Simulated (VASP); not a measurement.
Runs of VASP 6.6.1 on KPt. Symmetry: P-6m2, No. 187, hexagonal system. Conventional cell: a = 3.001 Å, b = 3.001 Å, c = 5.346 Å, α = 90.00°, β = 90.00°, γ = 120.00°. Within 4.0 Å of K (site symmetry -6m2) lie 6 K at 3.00 Å and 6 Pt at 3.19 Å. Pt (site symmetry -6m2) has 6 Pt at 3.00 Å and 6 K at 3.19 Å within 4.0 Å. 

```csv
fixed moment (μB),k mesh for the DOS,occupations for the DOS,pressure (GPa),moment (μB)
-,17 × 17 × 9,tetrahedron,-,0.00
0.5,-,-,-6.0,0.50
0.15,-,-,-6.7,0.15
1.2,-,-,(a),1.20
```

Alike in all rows: task single point; level LDA; potentials or basis VASP PAW LDA potentials, release 64 (K_sv, Pt); spin collinear; cell as given; k mesh 11 × 11 × 6; cutoff (eV) 520; smearing fermi-dirac 0.08 eV.

Q: Fill in the values left out.

A: (a) -2.2.

Caveats: the total moment is fixed, so each spin has its own Fermi level (at least some runs); the cell stands under tension (at least some runs); tetrahedron occupations give inexact forces and stress in metals (at least some runs).
